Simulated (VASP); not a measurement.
# SnO2 (Cmm2) in VASP: further runs

Runs on SnO2. Level: r2SCAN. Tasks: single point.

Program: VASP 6.6.1. These are calculated values, not measurements. Logs are shortened: lines on timing, memory, paths and dates and some standing lists are left out, and cuts for length are marked.

### 1 The cell of the first run

The structure is orthorhombic, space group Cmm2 (No. 35). Conventional cell: a = 6.732 Å, b = 6.732 Å, c = 3.201 Å, α = 90.00°, β = 90.00°, γ = 90.00°. Within 2.6 Å of Sn (site symmetry mm2) lie 6 O at 1.99 to 2.14 Å. Sn (site symmetry mm2) has 6 O at 2.06 to 2.07 Å within 2.7 Å. O (site symmetry m) has 3 Sn at 2.06 to 2.07 Å and 1 O at 2.61 Å within 2.7 Å. Within 2.6 Å of O (site symmetry m) lie 3 Sn at 1.99 to 2.14 Å.

### 2 Single point, r2SCAN (atom 1 (Sn) moved -0.100 Å towards its neighbour atom 1 (Sn) at 3.201 Å)

File POSCAR:

```
SnO2
1.0
    4.7602164773      0.0000000000      0.0000000000
    0.0000000000      4.7602164773      0.0000000000
    0.0000000000      0.0000000000      3.2005650988
Sn O
2 4
Direct
    0.0000000000      0.0000000000      0.0312444824
    0.5000000000      0.5000000000      0.5000000000
    0.3058934984      0.3058934984      0.0000000000
    0.1941065016      0.8058934984      0.5000000000
    0.6941065016      0.6941065016      0.0000000000
    0.8058934984      0.1941065016      0.5000000000
```

File INCAR.step1:

```
SYSTEM = SnO2
PREC = Accurate ; ENCUT = 520
ISMEAR = 0 ; SIGMA = 0.05
LREAL = .False. ; LASPH = .True.
NELM = 100 ; NBANDS = 35
GGA = PE ; ALGO = Normal
EDIFF = 1E-4 ; LWAVE = .True.
LCHARG = .False.
```

File INCAR.step2:

```
SYSTEM = SnO2
PREC = Accurate ; ENCUT = 520
EDIFF = 1E-7 ; ISMEAR = 0
SIGMA = 0.05 ; LREAL = .False.
LASPH = .True. ; NELM = 100
ALGO = Normal ; ISIF = 2
LWAVE = .False. ; LCHARG = .True.
METAGGA = R2SCAN ; LMIXTAU = .True.
LELF = .True. ; LVHAR = .True.
NBANDS = 35 ; ISTART = 1
```

File KPOINTS:

```
regular mesh
0
Gamma
  6 6 8
  0 0 0
```

Potentials or basis: VASP PAW PBE potentials, release 64 (Sn_d, O).

On the command line:

```
$ cat potpaw_PBE.64/Sn_d/POTCAR potpaw_PBE.64/O/POTCAR > POTCAR
$ cp INCAR.step1 INCAR
$ mpirun -np 1 vasp_std > vasp.out
$ cp INCAR.step2 INCAR
$ mpirun -np 1 vasp_std > vasp.out
```

OUTCAR:

```text
SYSTEM = SnO2
   PREC = Accurate
   ENCUT = 520
   EDIFF = 1E-7
   ISMEAR = 0
   LREAL = .False.
   LASPH = .True.
   NELM = 100
   ISIF = 2
   METAGGA = R2SCAN
   ISTART = 1

 ion  position               nearest neighbor table
   1  0.000  0.000  0.031-   4 1.99   6 1.99   5 2.06   3 2.06   4 2.14   6 2.14   2 3.69   2 3.69
                             2 3.69   2 3.69
   2  0.500  0.500  0.500-   4 2.06   6 2.06   5 2.07   3 2.07   3 2.07   5 2.07   1 3.69   1 3.69
                             1 3.69   1 3.69
   3  0.306  0.306  0.000-   1 2.06   2 2.07   2 2.07
   4  0.194  0.806  0.500-   1 1.99   2 2.06   1 2.14
   5  0.694  0.694  0.000-   1 2.06   2 2.07   2 2.07
   6  0.806  0.194  0.500-   1 1.99   2 2.06   1 2.14

  LATTYP: Found a simple tetragonal cell.
 ALAT       =     4.7602164773
 C/A-ratio  =     0.6723570481

  Lattice vectors:

 A1 = (   4.7602164773,   0.0000000000,   0.0000000000)
 A2 = (   0.0000000000,   4.7602164773,   0.0000000000)
 A3 = (   0.0000000000,   0.0000000000,   3.2005650988)

Analysis of symmetry for initial positions (statically):
=====================================================================
 Subroutine PRICEL returns:
 Original cell was already a primitive cell.

 Routine SETGRP: Setting up the symmetry group for a
 simple tetragonal supercell.

 Subroutine GETGRP returns: Found  4 space group operations
 (whereof  4 operations were pure point group operations)
 out of a pool of 16 trial point group operations.

The static configuration has the point symmetry C_2v.

Analysis of symmetry for dynamics (positions and initial velocities):
=====================================================================
 Subroutine PRICEL returns:
 Original cell was already a primitive cell.

 Routine SETGRP: Setting up the symmetry group for a
 simple tetragonal supercell.

 Subroutine GETGRP returns: Found  4 space group operations
 (whereof  4 operations were pure point group operations)
 out of a pool of 16 trial point group operations.

The dynamic configuration has the point symmetry C_2v.

 Subroutine INISYM returns: Found  4 space group operations
 (whereof  4 operations are pure point group operations),
 and found     1 'primitive' translations

----------------------------------------------------------------------------------------

                                     Primitive cell

  volume of cell :      72.5237

[... 92 lines left out ...]
   LSORBIT =      F    spin-orbit coupling
   LASPH  =      T    aspherical Exc in radial PAW
   ENCUT  =  520.0 eV  38.22 Ry    6.18 a.u.   8.85  8.85  5.95*2*pi/ulx,y,z
   NELM   =    100;   NELMIN=  2; NELMDL=  0     # of ELM steps
   EDIFF  = 0.1E-06   stopping-criterion for ELM
   LREAL  =      F    real-space projection
   EDIFFG = 0.1E-05   stopping-criterion for IOM
   NSW    =      0    number of steps for IOM
   IBRION =     -1    ionic relax: 0-MD 1-quasi-New 2-CG
   NFREE  =      0    steps in history (QN), initial steepest desc. (CG)
   ISIF   =      2    stress and relaxation
   ISYM   =      2    0-nonsym 1-usesym 2-fastsym
   POTIM  = 0.5000    time-step for ionic-motion
   TEBEG  =    0.0;   TEEND  =   0.0 temperature during run
   PSTRESS=    0.0 pullay stress
   NELECT =      52.0000    total number of electrons
   NUPDOWN=      -1.0000    fix difference up-down
   EMIN   =  10.00;   EMAX   =-10.00  energy-range for DOS
   EFERMI =   0.00;   METHOD = LEGACY
   ISMEAR =     0;   SIGMA  =   0.05  broadening in eV -4-tet -1-fermi 0-gaus
   EFERMI_NEDOS =   21; number of points for ismear=-14 and -15
   IALGO  =     38    algorithm
   IMIX   =      4    mixing-type and parameters
     AMIX     =   0.40;   BMIX     =  1.00
     AMIX_MAG =   1.60;   BMIX_MAG =  1.00
  volume/ion in A,a.u.               =      12.09        81.57
  Fermi-wavevector in a.u.,A,eV,Ry     =   1.465264  2.768948 29.211695  2.146999
  Thomas-Fermi vector in A             =   2.581142
   LORBIT       =      0    0 simple, 1 ext, 2 COOP (PROOUT), +10 PAW based schemes
   METAGGA = R2SCAN    functional components
   LHFCALC =     F    Hartree Fock is set to
   AEXX    =    0.0000 exact exchange contribution
   IVDW    =     0    specifies the selected vdW correction
   LEPSILON=     F    determine dielectric tensor
   LRPA    =     F    only Hartree local field effects (RPA)
 non-spin polarized calculation
 Gauss-broadening in eV      SIGMA  =   0.05
  energy-cutoff  :      520.00
  volume of cell :       72.52
 maximum number of plane-waves:      1992
   NGX = 17   NGY = 17   NGZ = 11

 number of electron      51.9999986 magnetization

 Free energy of the ion-electron system (eV)
  ---------------------------------------------------
  ext. energy  EPLUGINS =         0.00000000
  ---------------------------------------------------
  free energy    TOTEN  =       -84.52516653 eV

  energy without entropy =      -84.52516653  energy(sigma->0) =      -84.52516653

 E-fermi :   5.8331     XC(G=0): -11.9669

 val. band max:        5.5466923488   @ k =   0.0000   0.0000   0.0000
 cond. band min:       7.3405029343   @ k =   0.0000   0.0000   0.0000
 fundamental gap:      1.7938105855
 Fermi energy:         5.8331124244

 k-point     1 :       0.0000    0.0000    0.0000
  band No.  band energies     occupation
      1     -16.1875      2.00000
      2     -15.2727      2.00000
      3     -15.0539      2.00000
      4     -14.9697      2.00000
      5     -14.9453      2.00000
      6     -14.8957      2.00000
[... 901 lines left out ...]
     34      18.7284      0.00000
     35      18.8110      0.00000

 [... further k-points ...]
[... 5 lines left out ...]
  --------------------------------------------------------------------------------------
  -------------------------------------------------------------------------------------
  Total        0.7031434      0.7031434      1.2283233     -0.3625539      0.0000000      0.0000000
  in kB       15.5336821     15.5336821     27.1358367     -8.0094563      0.0000000      0.0000000
  external PRESSURE =      19.4010669 kB  Pullay stress =       0.0000000 kB

 VOLUME and BASIS-vectors are now :
 -----------------------------------------------------------------------------
  energy-cutoff  :      520.00
  volume of cell :       72.52
      direct lattice vectors                 reciprocal lattice vectors
     4.760216477  0.000000000  0.000000000     0.210074480  0.000000000  0.000000000
     0.000000000  4.760216477  0.000000000     0.000000000  0.210074480  0.000000000
     0.000000000  0.000000000  3.200565099     0.000000000  0.000000000  0.312444824

 POSITION                                       TOTAL-FORCE (eV/Angst)
 -----------------------------------------------------------------------------------
      0.00000      0.00000      0.10000         0.000000      0.000000     -2.108339
      2.38011      2.38011      1.60028         0.000000      0.000000      0.026803
      1.45612      1.45612      0.00000        -0.035848     -0.035848      0.041404
      0.92399      3.83623      1.60028         0.194021     -0.194021      0.999363
      3.30410      3.30410      0.00000         0.035848      0.035848      0.041404
      3.83623      0.92399      1.60028        -0.194021      0.194021      0.999363
 -----------------------------------------------------------------------------------
    total drift:                                0.000000      0.000000     -0.000905

  FREE ENERGIE OF THE ION-ELECTRON SYSTEM (eV)
  ---------------------------------------------------
  free  energy   TOTEN  =       -84.5251665317 eV

  energy  without entropy=      -84.5251665317  energy(sigma->0) =      -84.52516653
```

OUTCAR.step1:

```text
SYSTEM = SnO2
   PREC = Accurate
   ENCUT = 520
   ISMEAR = 0
   LREAL = .False.
   LASPH = .True.
   NELM = 100
[... 1150 lines left out ...]
      0.92399      3.83623      1.60028         0.202108     -0.202108      0.998860
      3.30410      3.30410      0.00000         0.051187      0.051187      0.025078
      3.83623      0.92399      1.60028        -0.202108      0.202108      0.998860
 -----------------------------------------------------------------------------------
    total drift:                                0.000000      0.000000     -0.001257

  FREE ENERGIE OF THE ION-ELECTRON SYSTEM (eV)
  ---------------------------------------------------
  free  energy   TOTEN  =       -37.1261493132 eV

  energy  without entropy=      -37.1261493132  energy(sigma->0) =      -37.12614931
```

OSZICAR.step1:

```text
N       E                     dE             d eps       ncg     rms          rms(c)
DAV:   1     0.641792867945E+03    0.64179E+03   -0.25583E+04  4991   0.233E+03
DAV:   2     0.587998464061E+02   -0.58299E+03   -0.55065E+03  4934   0.611E+02
DAV:   3    -0.382446343693E+02   -0.97044E+02   -0.95217E+02  4993   0.208E+02
DAV:   4    -0.432430192037E+02   -0.49984E+01   -0.49652E+01  5751   0.512E+01
DAV:   5    -0.433713997919E+02   -0.12838E+00   -0.12818E+00  5655   0.871E+00    0.161E+01
DAV:   6    -0.370372618754E+02    0.63341E+01   -0.17579E+01  7234   0.646E+01    0.622E+00
DAV:   7    -0.371548028144E+02   -0.11754E+00   -0.20727E+00  5248   0.801E+00    0.323E+00
DAV:   8    -0.371327817274E+02    0.22021E-01   -0.17243E-01  6609   0.423E+00    0.754E-01
DAV:   9    -0.371253624929E+02    0.74192E-02   -0.35930E-02  7558   0.305E+00    0.134E-01
DAV:  10    -0.371260047444E+02   -0.64225E-03   -0.39027E-03  5603   0.471E-01    0.668E-02
DAV:  11    -0.371261455370E+02   -0.14079E-03   -0.20162E-04  4814   0.108E-01    0.141E-02
DAV:  12    -0.371261493132E+02   -0.37762E-05   -0.26428E-05  2892   0.563E-02
   1 F= -.37126149E+02 E0= -.37126149E+02  d E =-.408809E-13
```

Run time: 5.2 min. Hardware: 1 thread of Intel Xeon 6975P-C, shared host; peak memory 0.27 GiB.

What came out:

- Free energy: -84.5252 eV
- Pressure: 1.9 GPa
- Largest force: 2.108 eV/Å
- Band gap on the k mesh: 1.79 eV, direct

Forces in eV/Å, atoms in the order of the input:
```
Sn   0.000  0.000 -2.108
Sn   0.000  0.000  0.027
O   -0.036 -0.036  0.041
O    0.194 -0.194  0.999
O    0.036  0.036  0.041
O   -0.194  0.194  0.999
```

Stress tensor (GPa, compression positive):
```
 1.55 -0.80  0.00
-0.80  1.55  0.00
 0.00  0.00  2.71
```

Caveat: the cell differs from its parent crystal (atom 1 (Sn) moved -0.100 Å towards its neighbour atom 1 (Sn) at 3.201 Å); the PAW data sets were made with another functional, which shifts forces and pressure a little; spin-orbit coupling is left out, which moves the levels of the heavy elements.

[end of part 1 of 2]
